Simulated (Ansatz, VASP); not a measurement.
**One calculation of Sb, two programs**

```
Sb
1.0
     2.15060    1.24165    3.74400
    -2.15060    1.24165    3.74400
     0.00000   -2.48330    3.74400
Sb
2
Direct
  0.23364 0.23364 0.23364
  0.76636 0.76636 0.76636
```

Alike in both runs: task relaxation of cell and atoms; functional PBE; k mesh 12 × 12 × 12; occupations gaussian, width 0.1 eV; no spin polarisation.

```csv
,VASP,Ansatz
version,VASP 6.6.1,Ansatz 0.2.0
potentials or method,"VASP PAW PBE potentials, release 64 (Sb), cutoff 600 eV","scalar-relativistic, plane waves, PAW"
valence electrons in the cell,10,30
```

Ansatz gave:

| Item | Value |
| --- | --- |
| gap on the k mesh at the Fermi level, each at its own relaxed structure (eV) | none |
| relaxed volume (Å³/atom) | 31.86 |
| relaxed length of the cell vector where the two differ most in proportion (Å) | 4.599 |

Question: Which values does VASP return?

Answer: gap on the k mesh at the Fermi level, each at its own relaxed structure (eV): none; relaxed volume (Å³/atom): 31.77; relaxed length of the cell vector where the two differ most in proportion (Å): 4.587.

A gap of «none» marks a metal or a gap that the smearing closes. VASP's potentials hold 10 valence electrons a cell and Ansatz's 30, so a difference there can come from the potentials and not from the codes.

Spin-orbit coupling is off throughout.
